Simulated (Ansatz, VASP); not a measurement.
**Two plane-wave programs on Co**

```
CELL_PARAMETERS angstrom
2.49371 0.00000 0.00000
-1.24686 2.15962 0.00000
0.00000 0.00000 8.06018
ATOMIC_POSITIONS crystal
Co 0.33333 0.66667 0.12500
Co 0.66667 0.33333 0.37500
Co 0.33333 0.66667 0.62500
Co 0.66667 0.33333 0.87500
```

Alike in both runs: task single point; functional PBE; k mesh 16 × 16 × 4; occupations gaussian, width 0.05 eV; collinear spin.

```csv
,VASP,Ansatz
version,VASP 6.6.1,Ansatz 0.2.0
potentials or method,"VASP PAW PBE potentials, release 64 (Co), cutoff 520 eV","scalar-relativistic, plane waves, PAW"
valence electrons in the cell,36,68
```

|  | VASP | Ansatz | Ansatz less VASP |
| --- | --- | --- | --- |
| gap on the k mesh at the Fermi level (eV) | none | none | - |
| pressure (GPa) | -1.8 | -1.2 | +0.61 |
| traceless stress, the component that is largest in VASP (GPa) | -0.18 | -0.22 | -0.038 |
| rms of the force components (eV/Å) | 0.409 | 0.409 | +0.0001 |
| net moment per atom (μB) | 0.00 | 0.00 | 0.000 |
| size of the moment on the site where the two differ most (μB) | 1.48 | 1.51 | +0.033 |

Site moments also hang on the region over which each program counts them. Atom by atom the forces differ by 0.000 eV/Å (rms over components). A gap of «none» marks a metal or a gap that the smearing closes. With one functional, cell and mesh, what is left measures potentials, basis and numerics. VASP's potentials hold 36 valence electrons a cell and Ansatz's 68, so a difference there can come from the potentials and not from the codes.
